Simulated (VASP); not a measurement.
# CuO (C2/c) in VASP: notebook, part 2 of 2

VASP 6.6.1.

### Step 4. Single point, PBE+U, collinear spin

Contents of INCAR:

```
SYSTEM = CuO
  PREC = Accurate
  ENCUT = 520
  EDIFF = 1E-6
  ISMEAR = -1
  SIGMA = 0.1
  LREAL = .False.
  LASPH = .True.
  NELM = 150
  ALGO = Normal
  ISIF = 2
  LWAVE = .False.
  LCHARG = .False.
  ISPIN = 2
  MAGMOM = 1 -1 0 0
  LORBIT = 11
  LMAXMIX = 4
  LDAU = .True.
  LDAUTYPE = 2
  LDAUL = 2 -1
  LDAUU = 4 0
  LDAUJ = 0 0
  LDAUPRINT = 1
  GGA = PE
  NBANDS = 29
  ISYM = 0
```

Contents of KPOINTS:

```
regular mesh
0
Gamma
  7 7 4
  0 0 0
```

Contents of POSCAR:

```
CuO
1.0
    2.3245000000     -1.7191000000      0.0000000000
    2.3245000000      1.7191000000      0.0000000000
   -0.7792200000      0.0000000000      5.1281400000
Cu O
2 2
Direct
    0.0000000000      0.5000000000      0.0000000000
    0.5000000000      0.0000000000      0.5000000000
    0.5830000000      0.4170000000      0.2500000000
    0.4170000000      0.5830000000      0.7500000000
```

Potentials or basis: VASP PAW PBE potentials, release 64 (Cu, O).

Run with:

```
$ cat potpaw_PBE.64/Cu/POTCAR potpaw_PBE.64/O/POTCAR > POTCAR
$ mpirun -np 1 vasp_std > vasp.out
```

OUTCAR:

```text
SYSTEM = CuO
   PREC = Accurate
   ENCUT = 520
   EDIFF = 1E-6
   ISMEAR = -1
   LREAL = .False.
   LASPH = .True.
   NELM = 150
   ISIF = 2
   ISPIN = 2
   LORBIT = 11
   GGA = PE
   ISYM = 0

 ion  position               nearest neighbor table
   1  0.000  0.500  0.000-   3 1.95   4 1.95   3 1.97   4 1.97
   2  0.500  0.000  0.500-   3 1.95   4 1.95   4 1.97   3 1.97
   3  0.583  0.417  0.250-   1 1.95   2 1.95   2 1.97   1 1.97
   4  0.417  0.583  0.750-   1 1.95   2 1.95   1 1.97   2 1.97

IMPORTANT INFORMATION: All symmetrisations will be switched off!
NOSYMM: (Re-)initialisation of all symmetry stuff for point group C_1.

----------------------------------------------------------------------------------------

                                     Primitive cell

  volume of cell :      40.9846

  direct lattice vectors                    reciprocal lattice vectors
     2.324500000 -1.719100000  0.000000000     0.215100022 -0.290849863  0.032684412
     2.324500000  1.719100000  0.000000000     0.215100022  0.290849863  0.032684412
    -0.779220000  0.000000000  5.128140000     0.000000000  0.000000000  0.195002477

  length of vectors
     2.891125224  2.891125224  5.187003342     0.363221603  0.363221603  0.195002477

  position of ions in fractional coordinates (direct lattice)
     0.000000000  0.500000000  0.000000000
     0.500000000  0.000000000  0.500000000
     0.583000000  0.417000000  0.250000000
     0.417000000  0.583000000  0.750000000

  ion indices of the primitive-cell ions
   primitive index   ion index
                 1           1
                 2           2
                 3           3
                 4           4

----------------------------------------------------------------------------------------

 KPOINTS: regular mesh

Automatic generation of k-mesh.
 Grid dimensions read from file:
 generate k-points for:    7    7    4

 Generating k-lattice:

  Cartesian coordinates                     Fractional coordinates (reciprocal lattice)
     0.030728575 -0.041549980  0.004669202     0.142857143  0.000000000  0.000000000
     0.030728575  0.041549980  0.004669202     0.000000000  0.142857143  0.000000000
     0.000000000  0.000000000  0.048750619     0.000000000  0.000000000  0.250000000

  Length of vectors
     0.051888800  0.051888800  0.048750619

  Shift w.r.t. Gamma in fractional coordinates (k-lattice)
     0.000000000  0.000000000  0.000000000

 Subroutine IBZKPT returns following result:
 ===========================================

 Found     99 irreducible k-points:

 Following reciprocal coordinates:
            Coordinates               Weight
  0.000000  0.000000  0.000000      1.000000
  0.142857 -0.000000 -0.000000      2.000000
[... 114 lines left out ...]
  o =  0.9764  v =  0.4905 -0.2309  0.8263 -0.0814 -0.1293  0.0000  0.0000  0.0000  0.0000  0.0000      0.0000  0.0000  0.0000  0.0000  0.0000  0.0000  0.0000  0.0000  0.0000  0.0000
  o =  0.9780  v =  0.0000  0.0000  0.0000  0.0000  0.0000 -0.4869  0.1965 -0.8280  0.1308  0.1471      0.0000  0.0000  0.0000  0.0000  0.0000  0.0000  0.0000  0.0000  0.0000  0.0000
  o =  1.0126  v = -0.1289 -0.5148 -0.0283  0.8067 -0.2583  0.0000  0.0000  0.0000  0.0000  0.0000      0.0000  0.0000  0.0000  0.0000  0.0000  0.0000  0.0000  0.0000  0.0000  0.0000

atom =   2  type =  1  l = 2

 onsite density matrix

spin component  1

  0.9557 -0.0293 -0.0094 -0.0323  0.0104
 -0.0293  0.7948  0.0014 -0.2425  0.0760
 -0.0094  0.0014  0.9721  0.0030 -0.0024
 -0.0323 -0.2425  0.0030  0.6348  0.1050
  0.0104  0.0760 -0.0024  0.1050  0.9382

spin component  2

  0.9611  0.0001 -0.0087  0.0072 -0.0020
  0.0001  0.9810 -0.0003  0.0182 -0.0058
 -0.0087 -0.0003  0.9711 -0.0003 -0.0012
  0.0072  0.0182 -0.0003  0.9968 -0.0092
 -0.0020 -0.0058 -0.0012 -0.0092  0.9713

 occupancies and eigenvectors

  o =  0.4229  v = -0.0833 -0.5666  0.0054 -0.7824  0.2447  0.0000  0.0000  0.0000  0.0000  0.0000      0.0000  0.0000  0.0000  0.0000  0.0000  0.0000  0.0000  0.0000  0.0000  0.0000
  o =  0.9529  v =  0.8540  0.1765  0.4436 -0.1918  0.0766  0.0000  0.0000  0.0000  0.0000  0.0000      0.0000  0.0000  0.0000  0.0000  0.0000  0.0000  0.0000  0.0000  0.0000  0.0000
  o =  0.9546  v =  0.0000  0.0000  0.0000  0.0000  0.0000  0.8515  0.1502  0.4578 -0.1894  0.0829      0.0000  0.0000  0.0000  0.0000  0.0000  0.0000  0.0000  0.0000  0.0000  0.0000
  o =  0.9680  v =  0.0000  0.0000  0.0000  0.0000  0.0000  0.0650  0.1701 -0.1860 -0.4060 -0.8760      0.0000  0.0000  0.0000  0.0000  0.0000  0.0000  0.0000  0.0000  0.0000  0.0000
  o =  0.9697  v =  0.0000  0.0000  0.0000  0.0000  0.0000  0.1160 -0.7938  0.2688  0.3767 -0.3771      0.0000  0.0000  0.0000  0.0000  0.0000  0.0000  0.0000  0.0000  0.0000  0.0000
  o =  0.9703  v =  0.0067  0.4388 -0.3012 -0.5276 -0.6621  0.0000  0.0000  0.0000  0.0000  0.0000      0.0000  0.0000  0.0000  0.0000  0.0000  0.0000  0.0000  0.0000  0.0000  0.0000
  o =  0.9715  v =  0.1630 -0.6455  0.1640  0.2359 -0.6887  0.0000  0.0000  0.0000  0.0000  0.0000      0.0000  0.0000  0.0000  0.0000  0.0000  0.0000  0.0000  0.0000  0.0000  0.0000
  o =  0.9764  v =  0.0000  0.0000  0.0000  0.0000  0.0000 -0.4905  0.2309  0.8263 -0.0814 -0.1293      0.0000  0.0000  0.0000  0.0000  0.0000  0.0000  0.0000  0.0000  0.0000  0.0000
  o =  0.9780  v = -0.4869  0.1965  0.8280 -0.1308 -0.1472  0.0000  0.0000  0.0000  0.0000  0.0000      0.0000  0.0000  0.0000  0.0000  0.0000  0.0000  0.0000  0.0000  0.0000  0.0000
  o =  1.0126  v =  0.0000  0.0000  0.0000  0.0000  0.0000  0.1289  0.5148 -0.0283  0.8067 -0.2583      0.0000  0.0000  0.0000  0.0000  0.0000  0.0000  0.0000  0.0000  0.0000  0.0000

 number of electron      33.9999993 magnetization       0.0000005

 Free energy of the ion-electron system (eV)
  ---------------------------------------------------
  ext. energy  EPLUGINS =         0.00000000
  ---------------------------------------------------
  free energy    TOTEN  =       -17.24684709 eV

  energy without entropy =      -17.24351286  energy(sigma->0) =      -17.24517997

 E-fermi :   5.3371     XC(G=0): -11.8007

 val. band max:        5.0418450110   @ k =   0.0000   0.0000   0.0000
 cond. band min:       5.6045820975   @ k =  -0.1429  -0.2857   0.5000
 fundamental gap:      0.5627370866
 Fermi energy:         5.3370727783

 spin component 1

 k-point     1 :       0.0000    0.0000    0.0000
  band No.  band energies     occupation
      1     -14.0650      1.00000
      2     -12.7632      1.00000
      3      -2.7551      1.00000
      4      -1.3797      1.00000
      5       0.1294      1.00000
      6       0.6011      1.00000
[... 1529 lines left out ...]
     28      23.2026      0.00000
     29      23.6228      0.00000

 [... further k-points ...]
[... 5 lines left out ...]
  --------------------------------------------------------------------------------------
  -------------------------------------------------------------------------------------
  Total        0.8533118      0.7809799      0.0527248     -0.0000701     -0.0000241     -0.3010629
  in kB       33.3578300     30.5302150      2.0611294     -0.0027410     -0.0009439    -11.7692100
  external PRESSURE =      21.9830581 kB  Pullay stress =       0.0000000 kB

 VOLUME and BASIS-vectors are now :
 -----------------------------------------------------------------------------
  energy-cutoff  :      520.00
  volume of cell :       40.98
      direct lattice vectors                 reciprocal lattice vectors
     2.324500000 -1.719100000  0.000000000     0.215100022 -0.290849863  0.032684412
     2.324500000  1.719100000  0.000000000     0.215100022  0.290849863  0.032684412
    -0.779220000  0.000000000  5.128140000     0.000000000  0.000000000  0.195002477

 POSITION                                       TOTAL-FORCE (eV/Angst)
 -----------------------------------------------------------------------------------
      1.16225      0.85955      0.00000         0.000000     -0.000001      0.000001
      0.77264     -0.85955      2.56407         0.000000     -0.000001     -0.000001
      2.12969     -0.28537      1.28204        -0.000010      0.223791      0.000059
      1.74009      0.28537      3.84611         0.000010     -0.223789     -0.000059
 -----------------------------------------------------------------------------------
    total drift:                                0.000000      0.000003     -0.000001

  FREE ENERGIE OF THE ION-ELECTRON SYSTEM (eV)
  ---------------------------------------------------
  free  energy   TOTEN  =       -17.2468470852 eV

  energy  without entropy=      -17.2435128616  energy(sigma->0) =      -17.24517997

 total charge

# of ion       s       p       d       tot
------------------------------------------
    1        0.372   0.381   9.156   9.909
    2        0.372   0.381   9.156   9.909
    3        1.562   3.422   0.000   4.984
    4        1.562   3.422   0.000   4.984
--------------------------------------------------
tot          3.867   7.606  18.312  29.785

 magnetization (x)

# of ion       s       p       d       tot
------------------------------------------
    1       -0.007  -0.007   0.586   0.572
    2        0.007   0.007  -0.586  -0.572
    3        0.000  -0.000   0.000  -0.000
    4        0.000  -0.000   0.000  -0.000
--------------------------------------------------
tot          0.000  -0.000   0.000   0.000
```

Wall time 2.5 min (1 thread of AMD EPYC 9R45 (Zen 5), shared host); peak memory 0.26 GiB.

What came out:

```
Free energy                                           : -17.2468 eV
Pressure                                              : 2.2 GPa
Largest force                                         : 0.224 eV/Å
Band gap on the k mesh                                : 0.56 eV (least direct gap 0.85 eV)
Net moment                                            : 0.00 μB per cell
Site moments                                          : Cu +0.57, -0.57; O -0.00 μB
Valence electrons inside the program's atomic spheres : Cu 9.91; O 4.98
```

Forces on the atoms (eV/Å):
```
Cu   0.000  0.000  0.000
Cu   0.000  0.000  0.000
O    0.000  0.224  0.000
O    0.000 -0.224  0.000
```

Stress tensor (GPa, compression positive):
```
 3.34  0.00 -1.18
 0.00  3.05  0.00
-1.18  0.00  0.21
```

Eigenvalues of the final occupation matrices:
```tsv
site	spin	trace	eigenvalues
site 1 d	1	4.88	0.95 0.97 0.97 0.98 1.01
site 1 d	2	4.30	0.42 0.95 0.97 0.97 0.98
site 2 d	1	4.30	0.42 0.95 0.97 0.97 0.98
site 2 d	2	4.88	0.95 0.97 0.97 0.98 1.01
```

Caveat: semilocal functionals underestimate gaps, and a narrow one can read as zero. A k mesh can miss the band edges.
